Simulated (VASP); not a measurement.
# Ni (I4/mmm) in VASP: further runs, part 3 of 3

VASP 6.6.1. The steps go on from the part before.

## 5. Single point, PBE, non-collinear spin, typed start, spin-orbit coupling (stretched by +10 % along [0.0, 0.0, 1.0] at fixed volume)

Contents of INCAR:

```
SYSTEM = Ni
PREC = Accurate
ENCUT = 600
EDIFF = 1E-6
ISMEAR = -1
SIGMA = 0.05
LREAL = .FALSE.
LASPH = .TRUE.
NELM = 200
ALGO = Normal
ISIF = 2
LWAVE = .FALSE.
LCHARG = .TRUE.
MAGMOM = 0 0 0.7
LORBIT = 11
LSORBIT = .TRUE.
GGA_COMPAT = .FALSE.
LORBMOM = .TRUE.
LMAXMIX = 4
GGA = PE
LVHAR = .TRUE.
NBANDS = 21
```

Contents of KPOINTS:

```
Automatic mesh
0
G
  15 15 15
  0 0 0
```

Contents of POSCAR:

```
Ni
1.0
    0.0000000000      1.6799391071      1.9381285000
    1.6799391071      0.0000000000      1.9381285000
    1.6799391071      1.6799391071      0.0000000000
Ni
1
Direct
    0.0000000000      0.0000000000      0.0000000000
```

Potentials or basis: VASP PAW PBE potentials, release 64 (Ni).

Command:

```sh
cat potpaw_PBE.64/Ni/POTCAR > POTCAR
mpirun -np 1 vasp_ncl > vasp.out
```

OUTCAR:

```text
SYSTEM = Ni
   PREC = Accurate
   ENCUT = 600
   EDIFF = 1E-6
   ISMEAR = -1
   LREAL = .FALSE.
   LASPH = .TRUE.
   NELM = 200
   ISIF = 2
   LORBIT = 11
   LSORBIT = .TRUE.
   GGA = PE

 ion  position               nearest neighbor table
   1  0.000  0.000  0.000-

  LATTYP: Found a body centered tetragonal cell.
 ALAT       =     2.3757926692
 C/A-ratio  =     1.6315636672

  Lattice vectors:

 A1 = (  -1.6799391071,   0.0000000000,   1.9381285000)
 A2 = (   1.6799391071,   0.0000000000,   1.9381285000)
 A3 = (   0.0000000000,   1.6799391071,  -1.9381285000)

Analysis of symmetry for initial positions (statically):
=====================================================================
 Subroutine PRICEL returns:
 Original cell was already a primitive cell.

 Routine SETGRP: Setting up the symmetry group for a
 body centered tetragonal supercell.

 Subroutine GETGRP returns: Found 16 space group operations
 (whereof 16 operations were pure point group operations)
 out of a pool of 16 trial point group operations.

The static configuration has the point symmetry D_4h.

Analysis of symmetry for dynamics (positions and initial velocities):
=====================================================================
 Subroutine PRICEL returns:
 Original cell was already a primitive cell.

 Routine SETGRP: Setting up the symmetry group for a
 body centered tetragonal supercell.

 Subroutine GETGRP returns: Found 16 space group operations
 (whereof 16 operations were pure point group operations)
 out of a pool of 16 trial point group operations.

The dynamic configuration has the point symmetry D_4h.

Analysis of structural, dynamic, and magnetic symmetry:
=====================================================================
 Subroutine PRICEL returns:
 Original cell was already a primitive cell.

 Routine SETGRP: Setting up the symmetry group for a
 body centered tetragonal supercell.

 Subroutine GETGRP returns: Found  8 space group operations
 (whereof  8 operations were pure point group operations)
 out of a pool of 16 trial point group operations.

The overall configuration has the point symmetry C_4h.

 Subroutine INISYM returns: Found  8 space group operations
 (whereof  8 operations are pure point group operations),
 and found     1 'primitive' translations

----------------------------------------------------------------------------------------

                                     Primitive cell

  volume of cell :      10.9396

  direct lattice vectors                    reciprocal lattice vectors
     0.000000000  1.679939107  1.938128500    -0.297629835  0.297629835  0.257980830
     1.679939107  0.000000000  1.938128500     0.297629835 -0.297629835  0.257980830
     1.679939107  1.679939107  0.000000000     0.297629835  0.297629835 -0.257980830

  length of vectors
     2.564865978  2.564865978  2.375792669     0.493681220  0.493681220  0.493681220

  position of ions in fractional coordinates (direct lattice)
     0.000000000  0.000000000  0.000000000

  ion indices of the primitive-cell ions
   primitive index   ion index
[... 90 lines left out ...]
   IALGO  =     38    algorithm
   IMIX   =      4    mixing-type and parameters
     AMIX     =   0.40;   BMIX     =  1.00
     AMIX_MAG =   1.60;   BMIX_MAG =  1.00
  volume/ion in A,a.u.               =      10.94        73.82
  Fermi-wavevector in a.u.,A,eV,Ry     =   1.588821  3.002436 34.345893  2.524352
  Thomas-Fermi vector in A             =   2.687765
   LORBIT       =     11    0 simple, 1 ext, 2 COOP (PROOUT), +10 PAW based schemes
   GGA     = PE    functional components
   LHFCALC =     F    Hartree Fock is set to
   AEXX    =    0.0000 exact exchange contribution
   IVDW    =     0    specifies the selected vdW correction
   LEPSILON=     F    determine dielectric tensor
   LRPA    =     F    only Hartree local field effects (RPA)
  energy-cutoff  :      600.00
  volume of cell :       10.94
 maximum number of plane-waves:       752
   NGX = 11   NGY = 11   NGZ =  9

 number of electron      10.0000009 magnetization       0.0000000      0.0000000      0.6099279

 number of electron      10.0000009 magnetization      -0.0000000     -0.0000000      0.6098980

 number of electron      10.0000009 magnetization      -0.0000000      0.0000000      0.6098817

 Free energy of the ion-electron system (eV)
  ---------------------------------------------------
  ext. energy  EPLUGINS =         0.00000000
  ---------------------------------------------------
  free energy    TOTEN  =        -5.42160328 eV

  energy without entropy =       -5.40597862  energy(sigma->0) =       -5.41379095

 E-fermi :   9.2766     XC(G=0): -13.2188

 val. band max:        9.2729586694   @ k =  -0.4000   0.2000   0.0000
 cond. band min:       9.2767699975   @ k =   0.1333  -0.0000  -0.2000
 fundamental gap:      0.0038113280
 Fermi energy:         9.2765697575

 k-point     1 :       0.0000    0.0000    0.0000
  band No.  band energies     occupation
      1       0.3014      1.00000
      2       0.3326      1.00000
      3       6.3178      1.00000
      4       7.0233      1.00000
      5       7.2057      1.00000
      6       7.3254      1.00000
[... 565 lines left out ...]
     20      33.9247      0.00000
     21      37.7999      0.00000

 [... further k-points ...]
[... 5 lines left out ...]
  --------------------------------------------------------------------------------------
  -------------------------------------------------------------------------------------
  Total        0.5567834      0.5567834     -0.9385410     -0.0000004      0.0000000      0.0000000
  in kB       81.5449761     81.5449761   -137.4561551     -0.0000607      0.0000000      0.0000000
  external PRESSURE =       8.5445991 kB  Pullay stress =       0.0000000 kB

 VOLUME and BASIS-vectors are now :
 -----------------------------------------------------------------------------
  energy-cutoff  :      600.00
  volume of cell :       10.94
      direct lattice vectors                 reciprocal lattice vectors
     0.000000000  1.679939107  1.938128500    -0.297629835  0.297629835  0.257980830
     1.679939107  0.000000000  1.938128500     0.297629835 -0.297629835  0.257980830
     1.679939107  1.679939107  0.000000000     0.297629835  0.297629835 -0.257980830

 POSITION                                       TOTAL-FORCE (eV/Angst)
 -----------------------------------------------------------------------------------
      0.00000      0.00000      0.00000         0.000000      0.000000      0.000000
 -----------------------------------------------------------------------------------
    total drift:                                0.000000      0.000000      0.000000

  FREE ENERGIE OF THE ION-ELECTRON SYSTEM (eV)
  ---------------------------------------------------
  free  energy   TOTEN  =        -5.4216032830 eV

  energy  without entropy=       -5.4059786214  energy(sigma->0) =       -5.41379095

 orbital moment (x)

 # of ion     p       d       tot
 ----------------------------------------
  1         0.000  -0.000  -0.000
 ----------------------------------------
            0.000  -0.000  -0.000

 orbital moment (y)

 # of ion     p       d       tot
 ----------------------------------------
  1         0.000   0.000   0.000
 ----------------------------------------
            0.000   0.000   0.000

 orbital moment (z)

 # of ion     p       d       tot
 ----------------------------------------
  1         0.000   0.042   0.042
 ----------------------------------------
            0.000   0.042   0.042

 Spin-Orbit-Coupling matrix elements

 Ion:    1  E_soc:     -0.0185445
 l=   1
     0.0000000    -0.0003952    -0.0004117
    -0.0003952     0.0000000    -0.0003952
    -0.0004117    -0.0003952     0.0000000
 l=   2
     0.0000000    -0.0004321     0.0000000    -0.0004321    -0.0021134
    -0.0004321     0.0000000    -0.0015858    -0.0005602    -0.0006804
     0.0000000    -0.0015858     0.0000000    -0.0015858     0.0000000
    -0.0004321    -0.0005602    -0.0015858     0.0000000    -0.0006804
    -0.0021134    -0.0006804     0.0000000    -0.0006804     0.0000000
 l=   3
     0.0000000     0.0000000     0.0000000     0.0000000     0.0000000     0.0000000     0.0000000
     0.0000000     0.0000000     0.0000000     0.0000000     0.0000000     0.0000000     0.0000000
     0.0000000     0.0000000     0.0000000     0.0000000     0.0000000     0.0000000     0.0000000
     0.0000000     0.0000000     0.0000000     0.0000000     0.0000000     0.0000000     0.0000000
     0.0000000     0.0000000     0.0000000     0.0000000     0.0000000     0.0000000     0.0000000
     0.0000000     0.0000000     0.0000000     0.0000000     0.0000000     0.0000000     0.0000000
     0.0000000     0.0000000     0.0000000     0.0000000     0.0000000     0.0000000     0.0000000

 total charge

# of ion       s       p       d       tot
------------------------------------------
    1        0.496   0.492   8.321   9.308

 magnetization (x)

# of ion       s       p       d       tot
------------------------------------------
    1        0.000   0.000   0.000   0.000

 magnetization (y)

# of ion       s       p       d       tot
------------------------------------------
    1        0.000   0.000   0.000   0.000

 magnetization (z)

# of ion       s       p       d       tot
------------------------------------------
    1       -0.006  -0.023   0.650   0.622
```

stdout:

```text
POSCAR found type information on POSCAR Ni
 POSCAR found :  1 types and       1 ions
 scaLAPACK will be used
 LDA part: xc-table for (Slater+PW92), standard interpolation
 POSCAR, INCAR and KPOINTS ok, starting setup
 FFT: planning ... GRIDC
 FFT: planning ... GRID_SOFT
 FFT: planning ... GRID
 WAVECAR not read
 entering main loop
```

Wall time 5.7 min (1 thread of Intel Xeon 6975P-C, shared host); peak memory 0.31 GiB.

Results:

| Property | Result |
| --- | --- |
| Free energy | -5.4216 eV |
| Pressure | 0.9 GPa |
| Net moment | 0.61 μB per cell |
| Valence electrons inside the program's atomic spheres | Ni 9.31 |

Moments on the atoms (μB; x, y, z):
```
Ni  0.00 0.00 0.62
```

## 6. The runs side by side

| spin | cutoff (eV) | gap on the mesh (eV) | pressure (GPa) | moment (μB) |
| --- | --- | --- | --- | --- |
| collinear, ferromagnetic start | 520 | none | 0.9 | 0.61 |
| collinear, ferromagnetic start | 600 | none | 0.7 | 0.61 |
| non-collinear, typed start, SOC | 600 | - | 0.9 | 0.61 |

Alike in all rows: task single point; level PBE; potentials or basis VASP PAW PBE potentials, release 64 (Ni); cell as given; k mesh 15 × 15 × 15; smearing fermi-dirac 0.05 eV.

Total energies depend on the potentials used, so only differences within one code and one set of settings carry meaning.
